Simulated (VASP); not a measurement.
Input of a VASP 6.6.1 run:

File INCAR:

```
PREC = Accurate
ENCUT = 520
EDIFF = 1E-8
ISMEAR = -1
SIGMA = 0.05
LREAL = F
LASPH = T
NELM = 80
ALGO = Normal
ISIF = 2
LWAVE = F
LCHARG = F
GGA = PS
LEFG = T
NBANDS = 10
```

Contents of KPOINTS:

```
Automatic mesh
0
Gamma
  18 18 18
```

Contents of POSCAR:

```
Ir
1.0
    0.0000000000      1.8805114529      1.8805114529
    1.8805114529      0.0000000000      1.8805114529
    1.8805114529      1.8805114529      0.0000000000
Ir
1
Direct
    0.0000000000      0.0000000000      0.0000000000
```

Potentials or basis: VASP PAW PBE potentials, release 64 (Ir).

Command:

```bash
$ cat potpaw_PBE.64/Ir/POTCAR > POTCAR
$ mpirun -np 1 vasp_std > vasp.out
```

Estimate the pressure.

25.8 GPa.

Caveat: without QUAD_EFG the Cq values of the log hold for a quadrupole moment of 1 mb, not for the nuclei; the PAW data sets were made with another functional, which shifts forces and pressure a little.
